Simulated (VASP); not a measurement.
Wanted: the native input for a VASP 6.6.1 run.

| Item | Value |
| --- | --- |
| Task | single point |
| Functional | LDA |
| Potentials or basis | VASP PAW LDA potentials, release 64 (Sn_d) |
| Cutoff | 520 eV |
| k mesh | 16 × 16 × 4 |
| Occupations | gaussian, width 0.15 eV |
| Spin | no spin polarisation |
| Dipole correction | no |
| Further INCAR settings | ALGO = Fast; EDIFF = 1e-06; NBANDS = 36 |

The structure of Sn lies in POSCAR:

```
Sn
1.0
   -1.7265390000      1.7755470000     -2.3383420000
   -1.7265390000     -1.7755470000      2.3383420000
   -0.2877565000     10.3573575000      5.0664076667
Sn
4
Direct
    0.0000000000     -0.1458333333      0.8750000000
    0.2500000000      0.7291666667      0.1250000000
    0.5000000000      0.4375000000      0.3750000000
    0.7500000000      0.1458333333      0.6250000000
```

This cell differs from its parent crystal: the part above a cut slid along it.

The input as run:

INCAR

```
SYSTEM = Sn
ALGO = Fast
EDIFF = 1E-6
ENCUT = 520
ISIF = 2
ISMEAR = 0
KPAR = 4
LASPH = .TRUE.
LCHARG = .FALSE.
LREAL = .FALSE.
LWAVE = .FALSE.
NBANDS = 36
NELM = 80
PREC = Accurate
SIGMA = 0.15
```

KPOINTS

```
k-points
0
G
  16 16 4
  0 0 0
```

Potentials or basis: VASP PAW LDA potentials, release 64 (Sn_d).

The run is started by

```sh
$ cat potpaw_LDA.64/Sn_d/POTCAR > POTCAR
$ mpirun -np 4 vasp_std > vasp.out
```

It gave:

```json
{
 "Pressure": "-4.8 GPa",
 "Largest force": "0.036 eV/Å",
 "Band gap on the k mesh": "zero (bands 28 and 29 overlap by 7.14 eV)"
}
```

Caveat: the cell differs from its parent crystal (the part above a cut slid along it); the cell stands under tension; spin-orbit coupling is left out, which moves the levels of the heavy elements.

Run time: 15 min on 4 MPI ranks on Oxide Virtual Turin-like Processor, on a shared host, peak memory 1.3 GiB a rank.
